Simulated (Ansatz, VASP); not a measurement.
**Au in VASP and in Ansatz**

File INCAR:

```
SYSTEM = Au
  ALGO = Fast
  EDIFF = 1E-7
  ENCUT = 520
  GGA = PS
  ISIF = 2
  ISMEAR = 0
  LASPH = .True.
  LCHARG = .True.
  LELF = .True.
  LREAL = .False.
  LVHAR = .True.
  LWAVE = .False.
  NBANDS = 12
  NELM = 80
  PREC = Accurate
  SIGMA = 0.15
```

KPOINTS

```
k-points
0
Gamma
  20 20 20
  0 0 0
```

The input POSCAR:

```
Au
1.0
   -1.7069870700      1.7069870700      1.6324099650
    1.7069870700     -1.7069870700      1.6324099650
    1.7069870700      1.7069870700     -1.6324099650
Au
1
Direct
    0.0000000000      0.0000000000      0.0000000000
```

Input for Ansatz:

```yaml
crystal:
  lattice:
    - [-1.70698707, 1.70698707, 1.632409965]
    - [1.70698707, -1.70698707, 1.632409965]
    - [1.70698707, 1.70698707, -1.632409965]
  atoms:
    - { symbol: Au, position: [0.0, 0.0, 0.0] }
basis:
  ecutwfc: 420
kpoints:
  mp_grid: { grid: [20, 20, 20] }
hamiltonian:
  xc: pbesol
scf:
  occupations: { method: gaussian, width: 0.15 }
output:
  forces: true
  stress: true
  eigenvalues: true
```

Change from the starting cell: strain +0.030 along x and y, -0.015 along z, atoms carried along.

Alike in both runs: task single point; functional PBEsol; k mesh 20 × 20 × 20; occupations gaussian, width 0.15 eV; no spin polarisation.

|  | VASP | Ansatz |
| --- | --- | --- |
| version | VASP 6.6.1 | Ansatz 0.2.0 |
| potentials or method | VASP PAW PBE potentials, release 64 (Au), cutoff 520 eV | scalar-relativistic, plane waves, PAW |
| valence electrons in the cell | 11 | 19 |

VASP gave:

| Item | Value |
| --- | --- |
| gap on the k mesh at the Fermi level (eV) | none |
| pressure (GPa) | -13.9 |
| traceless stress, the component that is largest in VASP (GPa) | -0.34 |

Q: Estimate Ansatz's values.

A: gap on the k mesh at the Fermi level (eV): none; pressure (GPa): -13.7; traceless stress, the component that is largest in VASP (GPa): -0.33.

VASP's potentials were made for PBE, not for PBEsol. A gap of «none» marks a metal or a gap that the smearing closes. The functional is the same, so the differences come from potentials, cutoffs and numerics. VASP's potentials hold 11 valence electrons a cell and Ansatz's 19, so a difference there can come from the potentials and not from the codes.

Neither program's run includes spin-orbit coupling.
